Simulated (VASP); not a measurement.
Input of a VASP 6.6.1 run:

POSCAR

```
Be2C
1.0
    0.0000000000      2.1604856406      2.1604856406
    2.1604856406      0.0000000000      2.1604856406
    2.1604856406      2.1604856406      0.0000000000
C Be
1 2
Direct
    0.0000000000      0.0000000000      0.0000000000
    0.2500000000      0.2500000000      0.2500000000
    0.7500000000      0.7500000000      0.7500000000
```

The input INCAR.step1:

```
PREC = Accurate
ENCUT = 520
EDIFF = 1E-5
ISMEAR = 0
SIGMA = 0.01
LREAL = F
LASPH = T
NELM = 120
ALGO = Normal
ISIF = 2
LWAVE = T
LCHARG = F
GGA = PE
NBANDS = 11
GGA_COMPAT = F
```

INCAR.step2

```
PREC = Accurate
ENCUT = 520
EDIFF = 1E-6
ISMEAR = 0
SIGMA = 0.01
LREAL = F
LASPH = T
NELM = 120
ALGO = Normal
ISIF = 2
LWAVE = F
LCHARG = F
GGA = PE
LHFCALC = T
HFSCREEN = 0.2079
PRECFOCK = Normal
ISTART = 1
NBANDS = 11
GGA_COMPAT = F
```

KPOINTS

```
regular mesh
0
Gamma
  6 6 6
```

Potentials or basis: VASP PAW PBE potentials, release 64 (C, Be).

Launch:

```console
$ cat potpaw_PBE.64/C/POTCAR potpaw_PBE.64/Be/POTCAR > POTCAR
$ cp INCAR.step1 INCAR
$ mpirun -np 1 vasp_std > vasp.out
$ cp INCAR.step2 INCAR
$ mpirun -np 1 vasp_std > vasp.out
```

(1) Estimate the band gap on the k mesh.

(2) Estimate the pressure.

Answers

(1) 1.90 eV (least direct gap 5.13 eV).

(2) -1.9 GPa.

Caveat: the PAW data sets were made with another functional, which shifts forces and pressure a little.
